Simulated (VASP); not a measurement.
# GaRe4: single point with PBE

The system is GaRe4.

```xyz
5
Lattice="-2.8025 2.8025 2.8025 2.8025 -2.8025 2.8025 2.8025 2.8025 -2.8025" Properties=species:S:1:pos:R:3 pbc="T T T"
Ga    0.0000    0.0000    0.0000
Re    1.4012    1.4012   -1.4012
Re    1.4012   -1.4012    1.4012
Re   -1.4012    1.4012    1.4012
Re    1.4012    1.4012    1.4012
```

The cell was generated, and may not be a known phase.

```yaml
Program: VASP 6.6.1
Task: single point
Functional: PBE
Potentials_or_basis: VASP PAW PBE potentials, release 64 (Ga_d, Re)
Cutoff: 520 eV
k_mesh: 4 × 4 × 4
Occupations: gaussian, width 0.1 eV
Spin: no spin polarisation
```

* Pressure: 0.0 GPa
* Band gap on the k mesh: zero (an odd number of electrons rules out a gap without spin polarisation)

Levels at points of the mesh, in eV from the Fermi level:
```
           k point  band 18  band 19  band 20  band 21  band 22  band 23  band 24  band 25
(0.00, 0.00, 0.00)    -0.08    -0.08    -0.08     0.24     0.24     0.24     2.07     2.07
(0.50, 0.00, 0.00)    -1.10    -1.08    -1.05    -0.40    -0.28     0.25     0.39     0.91
(0.50, 0.50, 0.50)    -0.92    -0.92    -0.92    -0.24    -0.24    -0.24     1.80     2.45
```

It took 42 s on 1 thread of Intel(R) Xeon(R) 6975P-C (Granite Rapids), with other jobs on the host, peak memory 0.21 GiB.

Caveat: the k points lie up to 0.40 Å⁻¹ apart, too coarse for converged energies and pressures of a metal; the highest band is partly filled, so the run has too few bands; spin-orbit coupling is left out, which moves the levels of the heavy elements.
